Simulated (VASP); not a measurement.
Runs of VASP 6.6.1 on W. The structure is that of space group Fm-3m (No. 225), or close to it. The cells are those of the table. 

```tsv
task	cell	cutoff (eV)	gap on the mesh (eV)	pressure (GPa)
single point	a = 2.841 Å, angles 60.0°, 1 atom	520	none	(a)
relaxation of cell and atoms	relaxed from a = 2.841 Å, angles 60.0°, 1 atom	600	none	0.0
single point	a = 2.812 Å, angles 60.0°, 1 atom	520	none	11.1
single point	a = 2.722 Å, angles 60.0°, 1 atom	520	none	51.0
```

Alike in all rows: level r2SCAN; potentials or basis VASP PAW PBE potentials, release 64 (W_sv); no spin polarisation; k mesh 18 × 18 × 18; smearing gaussian 0.1 eV.

**Question.** Estimate the missing entries.

**Answer.** (a) 1.1.

Caveats: the PAW data sets were made with another functional, which shifts forces and pressure a little; spin-orbit coupling is left out, which moves the levels of the heavy elements.

A k mesh can miss the band edges, and the runs leave out spin-orbit coupling on W.

A gap of «none» marks levels without a gap at the run's occupations.
